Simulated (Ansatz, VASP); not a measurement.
# One calculation of Rh, two programs

POSCAR

```
Rh
1.0
    0.0000000000      1.9015500000      1.8540112500
    1.9015500000      0.0000000000      1.8540112500
    1.9015500000      1.9015500000      0.0000000000
Rh
1
Direct
    0.0000000000      0.0000000000      0.0000000000
```

The input INCAR.step1:

```
SYSTEM = Rh
PREC = Accurate
ENCUT = 520
ISMEAR = 0
SIGMA = 0.15
LREAL = .FALSE.
LASPH = .TRUE.
NELM = 100
NBANDS = 14
GGA = PE
ALGO = Normal
EDIFF = 1E-4
LWAVE = .TRUE.
LCHARG = .FALSE.
```

INCAR.step2

```
SYSTEM = Rh
PREC = Accurate
ENCUT = 520
EDIFF = 1E-6
ISMEAR = 0
SIGMA = 0.15
LREAL = .FALSE.
LASPH = .TRUE.
NELM = 100
ALGO = Normal
ISIF = 2
LWAVE = .FALSE.
LCHARG = .TRUE.
METAGGA = R2SCAN
LMIXTAU = .TRUE.
LELF = .TRUE.
LVHAR = .TRUE.
NBANDS = 14
ISTART = 1
```

File KPOINTS:

```
Automatic mesh
0
G
  22 22 22
  0 0 0
```

Input for Ansatz:

```yaml
crystal:
  lattice:
    - [0.0, 1.90155, 1.85401125]
    - [1.90155, 0.0, 1.85401125]
    - [1.90155, 1.90155, 0.0]
  atoms:
    - { symbol: Rh, position: [0.0, 0.0, 0.0] }
basis:
  ecutwfc: 500
kpoints:
  mp_grid: { grid: [22, 22, 22] }
hamiltonian:
  xc: r2scan
scf:
  occupations: { method: gaussian, width: 0.15 }
output:
  forces: true
  stress: true
  eigenvalues: true
```

Change from the starting cell: strain +0.000 along x and y, -0.025 along z, atoms carried along.

Alike in both runs: task single point; functional r2SCAN; k mesh 22 × 22 × 22; occupations gaussian, width 0.15 eV; no spin polarisation.

```csv
,VASP,Ansatz
version,VASP 6.6.1,Ansatz 0.2.0
potentials or method,"VASP PAW PBE potentials, release 64 (Rh_pv), cutoff 520 eV","scalar-relativistic, plane waves, PAW"
valence electrons in the cell,15,17
```

|  | VASP | Ansatz | Ansatz less VASP |
| --- | --- | --- | --- |
| gap on the k mesh at the Fermi level (eV) | none | none | - |
| pressure (GPa) | 8.4 | 7.0 | -1.37 |
| traceless stress, the component that is largest in VASP (GPa) | 4.35 | 4.32 | -0.025 |

VASP's potentials were made for PBE, not for r2SCAN. A gap of «none» marks a metal or a gap that the smearing closes. VASP's potentials hold 15 valence electrons a cell and Ansatz's 17, so a difference there can come from the potentials and not from the codes.
